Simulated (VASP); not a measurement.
A run of VASP 6.6.1 is set up as follows.

Contents of INCAR:

```
SYSTEM = Ir
ALGO = Normal ; EDIFF = 1E-8
ENCUT = 520 ; GGA = PS
ISIF = 2 ; ISMEAR = -1
LASPH = .TRUE. ; LCHARG = .FALSE.
LEFG = .TRUE. ; LREAL = .FALSE.
LWAVE = .FALSE. ; NBANDS = 10
NELM = 60 ; PREC = Accurate
SIGMA = 0.05
```

The input KPOINTS:

```
k-points
0
G
  15 15 15
  0 0 0
```

Contents of POSCAR:

```
Ir
1.0
    0.0000000000      1.9580940000      1.9197000000
    1.9580940000      0.0000000000      1.9197000000
    1.9580940000      1.9580940000      0.0000000000
Ir
1
Direct
    0.0000000000      0.0000000000      0.0000000000
```

Potentials or basis: VASP PAW PBE potentials, release 64 (Ir).

Command:

```bash
$ cat potpaw_PBE.64/Ir/POTCAR > POTCAR
$ mpirun -np 1 vasp_std > vasp.out
```

What does it give for the band gap on the k mesh?

Zero (an odd number of electrons rules out a gap without spin polarisation).

Predict the pressure.

-15.4 GPa.

Stress tensor (GPa, compression positive):
```
-17.65   0.00   0.00
  0.00 -17.65   0.00
  0.00   0.00 -10.82
```

Caveat: the cell differs from its parent crystal (equal xx and yy strain of +2 %); the cell stands under tension; without QUAD_EFG the Cq values of the log hold for a quadrupole moment of 1 mb, not for the nuclei; the PAW data sets were made with another functional, which shifts forces and pressure a little; spin-orbit coupling is left out, which moves the levels of the heavy elements.
